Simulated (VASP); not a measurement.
# Au (I4/mmm) in VASP: notebook

Runs on Au. Level: r2SCAN. Tasks: single point.

Program: VASP 6.6.1. These are calculated values, not measurements. Logs are shortened: lines on timing, memory, paths and dates and some standing lists are left out, and cuts for length are marked.

**1. The cell of the first run**

Symmetry: I4/mmm, No. 139, tetragonal system. The conventional cell has a = 3.215 Å, b = 3.215 Å, c = 3.265 Å, α = 90.00°, β = 90.00°, γ = 90.00°. Au (site symmetry 4/mmm) has 14 Au at 2.80 to 3.26 Å within 3.7 Å.

**2. Single point, r2SCAN (strain -0.030 along x and y, -0.015 along z)**

POSCAR reads:

```
Au
1.0
   -1.6075509300      1.6075509300      1.6324099650
    1.6075509300     -1.6075509300      1.6324099650
    1.6075509300      1.6075509300     -1.6324099650
Au
1
Direct
    0.0000000000      0.0000000000      0.0000000000
```

INCAR.step1 reads:

```
ALGO = Normal
EDIFF = 1E-4
ENCUT = 520
GGA = PE
ISMEAR = 0
LASPH = T
LCHARG = F
LREAL = F
LWAVE = T
NBANDS = 12
NELM = 60
PREC = Accurate
SIGMA = 0.15
```

INCAR.step2 reads:

```
ALGO = Normal
EDIFF = 1E-6
ENCUT = 520
ISIF = 2
ISMEAR = 0
ISTART = 1
LASPH = T
LCHARG = F
LMIXTAU = T
LREAL = F
LWAVE = F
METAGGA = R2SCAN
NBANDS = 12
NELM = 60
PREC = Accurate
SIGMA = 0.15
```

KPOINTS reads:

```
k-points
0
Gamma
  20 20 20
```

Potentials or basis: VASP PAW PBE potentials, release 64 (Au).

Command:

```bash
$ cat potpaw_PBE.64/Au/POTCAR > POTCAR
$ cp INCAR.step1 INCAR
$ mpirun -np 1 vasp_std > vasp.out
$ cp INCAR.step2 INCAR
$ mpirun -np 1 vasp_std > vasp.out
```

OUTCAR:

```text
EDIFF = 1E-6
   ENCUT = 520
   ISIF = 2
   ISMEAR = 0
   ISTART = 1
   LASPH = T
   LREAL = F
   METAGGA = R2SCAN
   NELM = 60
   PREC = Accurate

 ion  position               nearest neighbor table
   1  0.000  0.000  0.000-

  LATTYP: Found a body centered tetragonal cell.
 ALAT       =     3.2151018600
 C/A-ratio  =     1.0154639175

  Lattice vectors:

 A1 = (  -1.6075509300,   1.6075509300,   1.6324099650)
 A2 = (   1.6075509300,  -1.6075509300,   1.6324099650)
 A3 = (   1.6075509300,   1.6075509300,  -1.6324099650)

Analysis of symmetry for initial positions (statically):
=====================================================================
 Subroutine PRICEL returns:
 Original cell was already a primitive cell.

 Routine SETGRP: Setting up the symmetry group for a
 body centered tetragonal supercell.

 Subroutine GETGRP returns: Found 16 space group operations
 (whereof 16 operations were pure point group operations)
 out of a pool of 16 trial point group operations.

The static configuration has the point symmetry D_4h.

Analysis of symmetry for dynamics (positions and initial velocities):
=====================================================================
 Subroutine PRICEL returns:
 Original cell was already a primitive cell.

 Routine SETGRP: Setting up the symmetry group for a
 body centered tetragonal supercell.

 Subroutine GETGRP returns: Found 16 space group operations
 (whereof 16 operations were pure point group operations)
 out of a pool of 16 trial point group operations.

The dynamic configuration has the point symmetry D_4h.

 Subroutine INISYM returns: Found 16 space group operations
 (whereof 16 operations are pure point group operations),
 and found     1 'primitive' translations

----------------------------------------------------------------------------------------

                                     Primitive cell

  volume of cell :      16.8740

  direct lattice vectors                    reciprocal lattice vectors
    -1.607550930  1.607550930  1.632409965     0.000000000  0.311032136  0.306295606
     1.607550930 -1.607550930  1.632409965     0.311032136  0.000000000  0.306295606
     1.607550930  1.607550930 -1.632409965     0.311032136  0.311032136  0.000000000

  length of vectors
     2.798785858  2.798785858  2.798785858     0.436529482  0.436529482  0.439865866

  position of ions in fractional coordinates (direct lattice)
[... 83 lines left out ...]
   ISIF   =      2    stress and relaxation
   ISYM   =      2    0-nonsym 1-usesym 2-fastsym
   POTIM  = 0.5000    time-step for ionic-motion
   TEBEG  =    0.0;   TEEND  =   0.0 temperature during run
   PSTRESS=    0.0 pullay stress
   NELECT =      11.0000    total number of electrons
   NUPDOWN=      -1.0000    fix difference up-down
   EMIN   =  10.00;   EMAX   =-10.00  energy-range for DOS
   EFERMI =   0.00;   METHOD = LEGACY
   ISMEAR =     0;   SIGMA  =   0.15  broadening in eV -4-tet -1-fermi 0-gaus
   EFERMI_NEDOS =   21; number of points for ismear=-14 and -15
   IALGO  =     38    algorithm
   IMIX   =      4    mixing-type and parameters
     AMIX     =   0.40;   BMIX     =  1.00
     AMIX_MAG =   1.60;   BMIX_MAG =  1.00
  volume/ion in A,a.u.               =      16.87       113.87
  Fermi-wavevector in a.u.,A,eV,Ry     =   1.419492  2.682450 27.415146  2.014956
  Thomas-Fermi vector in A             =   2.540506
   LORBIT       =      0    0 simple, 1 ext, 2 COOP (PROOUT), +10 PAW based schemes
   METAGGA = R2SCAN    functional components
   LHFCALC =     F    Hartree Fock is set to
   AEXX    =    0.0000 exact exchange contribution
   IVDW    =     0    specifies the selected vdW correction
   LEPSILON=     F    determine dielectric tensor
   LRPA    =     F    only Hartree local field effects (RPA)
 non-spin polarized calculation
 Gauss-broadening in eV      SIGMA  =   0.15
  energy-cutoff  :      520.00
  volume of cell :       16.87
 maximum number of plane-waves:       470
 NGX is ok and might be reduce to    24
   NGX = 11   NGY = 11   NGZ = 11

 number of electron      11.0000001 magnetization

 Free energy of the ion-electron system (eV)
  ---------------------------------------------------
  ext. energy  EPLUGINS =         0.00000000
  ---------------------------------------------------
  free energy    TOTEN  =       -50.55955043 eV

  energy without entropy =      -50.55741373  energy(sigma->0) =      -50.55848208

 E-fermi :   9.5592     XC(G=0): -13.6973

 val. band max:        9.5322882034   @ k =  -0.4000   0.4000   0.2000
 cond. band min:       9.6044380129   @ k =  -0.3000  -0.3500   0.2500
 fundamental gap:      0.0721498095
 Fermi energy:         9.5592239011

 k-point     1 :       0.0000    0.0000    0.0000
  band No.  band energies     occupation
      1      -0.6942      2.00000
      2       4.2554      2.00000
      3       4.2554      2.00000
      4       4.3593      2.00000
      5       6.2426      2.00000
      6       6.3615      2.00000
      7      26.7401      0.00000
      8      27.0235      0.00000
      9      27.0235      0.00000
     10      34.6238      0.00000
     11      35.1874      0.00000
     12      35.1874      0.00000
[... 331 lines left out ...]
 k-point    24 :      -0.3500    0.0500    0.0000
  band No.  band energies     occupation
      1       1.8696      2.00000
      2       3.4862      2.00000
      3       5.1520      2.00000
      4       6.0103      2.00000
      5       6.4712      2.00000
      6       6.9127      2.00000
      7      18.8901      0.00000
      8      24.0278      0.00000
      9      26.4085      0.00000
     10      30.9197      0.00000
     11      32.0960      0.00000
     12      33.8488      0.00000

 [... further k-points ...]

------------------------ aborting loop because EDIFF is reached ----------------------------------------

  FORCE on cell =-STRESS in cart. coord.  units (eV):
  Direction    XX          YY          ZZ          XY          YZ          ZX
  --------------------------------------------------------------------------------------
  -------------------------------------------------------------------------------------
  Total        0.7871467      0.7871467      0.7781731      0.0000000      0.0000000      0.0000000
  in kB       74.7390507     74.7390507     73.8870045      0.0000000      0.0000000      0.0000000
  external PRESSURE =      74.4550353 kB  Pullay stress =       0.0000000 kB

 VOLUME and BASIS-vectors are now :
 -----------------------------------------------------------------------------
  energy-cutoff  :      520.00
  volume of cell :       16.87
      direct lattice vectors                 reciprocal lattice vectors
    -1.607550930  1.607550930  1.632409965     0.000000000  0.311032136  0.306295606
     1.607550930 -1.607550930  1.632409965     0.311032136  0.000000000  0.306295606
     1.607550930  1.607550930 -1.632409965     0.311032136  0.311032136  0.000000000

 POSITION                                       TOTAL-FORCE (eV/Angst)
 -----------------------------------------------------------------------------------
      0.00000      0.00000      0.00000         0.000000      0.000000      0.000000
 -----------------------------------------------------------------------------------
    total drift:                                0.000000      0.000000     -0.000000

  FREE ENERGIE OF THE ION-ELECTRON SYSTEM (eV)
  ---------------------------------------------------
  free  energy   TOTEN  =       -50.5595504332 eV

  energy  without entropy=      -50.5574137298  energy(sigma->0) =      -50.55848208
```

OUTCAR.step1:

```text
EDIFF = 1E-4
   ENCUT = 520
   GGA = PE
   ISMEAR = 0
   LASPH = T
[... 577 lines left out ...]

 POSITION                                       TOTAL-FORCE (eV/Angst)
 -----------------------------------------------------------------------------------
      0.00000      0.00000      0.00000        -0.000000     -0.000000      0.000000
 -----------------------------------------------------------------------------------
    total drift:                                0.000000      0.000000     -0.000000

  FREE ENERGIE OF THE ION-ELECTRON SYSTEM (eV)
  ---------------------------------------------------
  free  energy   TOTEN  =        -3.1673614846 eV

  energy  without entropy=       -3.1650709972  energy(sigma->0) =       -3.16621624
```

Run time: 9.5 min. Hardware: 1 thread of Intel Xeon 8259CL, shared host; peak memory 0.25 GiB.

What came out:

* Free energy: -50.5596 eV
* Pressure: 7.4 GPa
* Band gap on the k mesh: zero (an odd number of electrons rules out a gap without spin polarisation)

Levels at points of the mesh, in eV from the Fermi level:
```csv
k point,band 2,band 3,band 4,band 5,band 6,band 7,band 8,band 9,band 10,band 11
"(0.00, 0.00, 0.00)",-5.30,-5.30,-5.20,-3.32,-3.20,17.18,17.46,17.46,25.06,25.63
"(0.50, 0.00, 0.00)",-6.37,-3.46,-3.06,-1.61,-0.61,3.66,13.13,14.68,23.08,23.32
"(0.50, 0.50, 0.00)",-6.48,-3.32,-3.02,-1.59,-0.52,3.80,12.91,14.31,22.58,23.09
"(0.50, 0.50, 0.50)",-7.29,-2.03,-1.99,-1.99,6.30,6.77,6.77,10.22,16.64,16.96
```

Caveat: the cell differs from its parent crystal (strain -0.030 along x and y, -0.015 along z); the cell stands under pressure; the PAW data sets were made with another functional, which shifts forces and pressure a little; spin-orbit coupling is left out, which moves the levels of the heavy elements.

**3. Single point, r2SCAN (strain -0.030 along x and y, +0.000 along z)**

POSCAR reads:

```
Au
1.0
   -1.6075509300      1.6075509300      1.6572690000
    1.6075509300     -1.6075509300      1.6572690000
    1.6075509300      1.6075509300     -1.6572690000
Au
1
Direct
    0.0000000000      0.0000000000      0.0000000000
```

INCAR.step1 reads:

```
SYSTEM = Au
ALGO = Normal
EDIFF = 1E-4
ENCUT = 520
GGA = PE
ISMEAR = 0
LASPH = .True.
LCHARG = .False.
LREAL = .False.
LWAVE = .True.
NBANDS = 12
NELM = 100
PREC = Accurate
SIGMA = 0.15
```

INCAR.step2 reads:

```
SYSTEM = Au
ALGO = Normal
EDIFF = 1E-6
ENCUT = 520
ISIF = 2
ISMEAR = 0
ISTART = 1
LASPH = .True.
LCHARG = .False.
LMIXTAU = .True.
LREAL = .False.
LWAVE = .False.
METAGGA = R2SCAN
NBANDS = 12
NELM = 100
PREC = Accurate
SIGMA = 0.15
```

KPOINTS reads:

```
k-points
0
Gamma
  20 20 20
  0 0 0
```

Potentials or basis: VASP PAW PBE potentials, release 64 (Au).

Command:

```bash
$ cat potpaw_PBE.64/Au/POTCAR > POTCAR
$ cp INCAR.step1 INCAR
$ mpirun -np 1 vasp_std > vasp.out
$ cp INCAR.step2 INCAR
$ mpirun -np 1 vasp_std > vasp.out
```

Wall time 8.6 min (1 thread of Intel Xeon 8259CL, shared host); peak memory 0.25 GiB.

The run converged. Its results:

```
Free energy            : -50.5693 eV
Pressure               : 4.6 GPa
Band gap on the k mesh : zero (an odd number of electrons rules out a gap without spin polarisation)
```

Stress tensor (GPa, compression positive):
```
4.59 0.00 0.00
0.00 4.59 0.00
0.00 0.00 4.69
```

Levels at points of the mesh, in eV from the Fermi level:
```
           k point  band 2  band 3  band 4  band 5  band 6  band 7  band 8  band 9  band 10  band 11
(0.00, 0.00, 0.00)   -5.25   -5.25   -5.05   -3.34   -3.12   17.00   17.55   17.55    24.43    25.51
(0.50, 0.00, 0.00)   -6.22   -3.49   -3.03   -1.63   -0.57    3.52   13.19   14.68    23.00    23.18
(0.50, 0.50, 0.00)   -6.44   -3.21   -2.95   -1.59   -0.39    3.78   12.75   13.95    22.03    22.73
(0.50, 0.50, 0.50)   -7.15   -2.06   -1.98   -1.98    5.99    6.90    6.90    9.99    16.34    16.94
```

Caveat: the cell differs from its parent crystal (strain -0.030 along x and y, +0.000 along z); the cell stands under pressure; the PAW data sets were made with another functional, which shifts forces and pressure a little; spin-orbit coupling is left out, which moves the levels of the heavy elements.

**4. Single point, r2SCAN (strain -0.015 along x and y, -0.030 along z)**

POSCAR reads:

```
Au
1.0
   -1.6324099650      1.6324099650      1.6075509300
    1.6324099650     -1.6324099650      1.6075509300
    1.6324099650      1.6324099650     -1.6075509300
Au
1
Direct
    0.0000000000      0.0000000000      0.0000000000
```

INCAR.step1 reads:

```
ALGO = Normal ; EDIFF = 1E-4
ENCUT = 520 ; GGA = PE
ISMEAR = 0 ; LASPH = True
LCHARG = False ; LREAL = False
LWAVE = True ; NBANDS = 12
NELM = 80 ; PREC = Accurate
SIGMA = 0.15
```

INCAR.step2 reads:

```
ALGO = Normal ; EDIFF = 1E-7
ENCUT = 520 ; ISIF = 2
ISMEAR = 0 ; ISTART = 1
LASPH = True ; LCHARG = False
LMIXTAU = True ; LREAL = False
LWAVE = False ; METAGGA = R2SCAN
NBANDS = 12 ; NELM = 80
PREC = Accurate ; SIGMA = 0.15
```

KPOINTS reads:

```
k-points
0
Gamma
  20 20 20
```

Command:

```bash
$ cat potpaw_PBE.64/Au/POTCAR > POTCAR
$ cp INCAR.step1 INCAR
$ mpirun -np 1 vasp_std > vasp.out
$ cp INCAR.step2 INCAR
$ mpirun -np 1 vasp_std > vasp.out
```

Run time: 8.2 min. Hardware: 1 thread of Intel Xeon 8259CL, shared host; peak memory 0.25 GiB.

The run converged. Its results:

```
Free energy            : -50.5695 eV
Pressure               : 4.6 GPa
Band gap on the k mesh : zero (an odd number of electrons rules out a gap without spin polarisation)
```

Levels at points of the mesh, in eV from the Fermi level:
```tsv
k point	band 4	band 5	band 6	band 7	band 8	band 9
(0.00, 0.00, 0.00)	-5.15	-3.28	-3.17	17.26	17.26	17.55
(0.50, 0.00, 0.00)	-3.00	-1.61	-0.48	3.65	12.97	14.30
(0.50, 0.50, 0.00)	-3.07	-1.63	-0.58	3.51	13.19	14.67
(0.50, 0.50, 0.50)	-2.02	-1.99	6.43	6.43	6.90	10.02
```

Caveat: the cell differs from its parent crystal (strain -0.015 along x and y, -0.030 along z); the cell stands under pressure; the PAW data sets were made with another functional, which shifts forces and pressure a little; spin-orbit coupling is left out, which moves the levels of the heavy elements.

**5. Single point, r2SCAN (strain -0.030 along x and y, +0.015 along z)**

POSCAR reads:

```
Au
1.0
   -1.6075509300      1.6075509300      1.6821280350
    1.6075509300     -1.6075509300      1.6821280350
    1.6075509300      1.6075509300     -1.6821280350
Au
1
Direct
    0.0000000000      0.0000000000      0.0000000000
```

INCAR.step1 reads:

```
ALGO = Normal
EDIFF = 1E-4
ENCUT = 520
GGA = PE
ISMEAR = 0
LASPH = T
LCHARG = F
LREAL = F
LWAVE = T
NBANDS = 12
NELM = 80
PREC = Accurate
SIGMA = 0.15
```

INCAR.step2 reads:

```
ALGO = Normal
EDIFF = 1E-6
ENCUT = 520
ISIF = 2
ISMEAR = 0
ISTART = 1
LASPH = T
LCHARG = T
LELF = T
LMIXTAU = T
LREAL = F
LVHAR = T
LWAVE = F
METAGGA = R2SCAN
NBANDS = 12
NELM = 80
PREC = Accurate
SIGMA = 0.15
```

KPOINTS is that of step 4.

Command:

```bash
$ cat potpaw_PBE.64/Au/POTCAR > POTCAR
$ cp INCAR.step1 INCAR
$ mpirun -np 1 vasp_std > vasp.out
$ cp INCAR.step2 INCAR
$ mpirun -np 1 vasp_std > vasp.out
```

Run time: 7.5 min. Hardware: 1 thread of Intel Xeon 8259CL, shared host; peak memory 0.25 GiB.

Results (log left out):

- Free energy: -50.5750 eV
- Pressure: 2.1 GPa
- Band gap on the k mesh: zero (an odd number of electrons rules out a gap without spin polarisation)

Stress tensor (GPa, compression positive):
```
2.01 0.00 0.00
0.00 2.01 0.00
0.00 0.00 2.26
```

Levels at points of the mesh, in eV from the Fermi level:
```csv
k point,band 3,band 4,band 5,band 6,band 7,band 8,band 9,band 10
"(0.00, 0.00, 0.00)",-5.19,-4.91,-3.37,-3.05,16.83,17.62,17.62,23.84
"(0.50, 0.00, 0.00)",-3.53,-2.99,-1.66,-0.53,3.39,13.25,14.68,22.92
"(0.50, 0.50, 0.00)",-3.10,-2.89,-1.59,-0.27,3.77,12.59,13.61,21.51
"(0.50, 0.50, 0.50)",-2.08,-1.97,-1.97,5.69,7.02,7.02,9.74,16.08
```

Caveat: the cell differs from its parent crystal (strain -0.030 along x and y, +0.015 along z); the PAW data sets were made with another functional, which shifts forces and pressure a little; spin-orbit coupling is left out, which moves the levels of the heavy elements.

**6. The runs side by side**

```csv
cell,gap on the mesh (eV),pressure (GPa)
"a = 2.799 Å, angles 109.9, 109.9, 108.6°, 1 atom",none,7.4
"a = 2.813 Å, angles 110.3, 110.3, 107.8°, 1 atom",none,4.6
"a = 2.813 Å, angles 109.1, 109.1, 110.3°, 1 atom",none,4.6
"a = 2.828 Å, angles 110.7, 110.7, 107.0°, 1 atom",none,2.1
```

Alike in all rows: task single point; level r2SCAN; potentials or basis VASP PAW PBE potentials, release 64 (Au); no spin polarisation; k mesh 20 × 20 × 20; cutoff (eV) 520; smearing gaussian 0.15 eV.

Caveats: the PAW data sets were made with another functional, which shifts forces and pressure a little; spin-orbit coupling is left out, which moves the levels of the heavy elements; the cell stands under pressure (at least some runs).

Total energies depend on the potentials used, so only differences within one code and one set of settings carry meaning.

The gap in the log of VASP goes by the Fermi energy; the results here count the filled bands.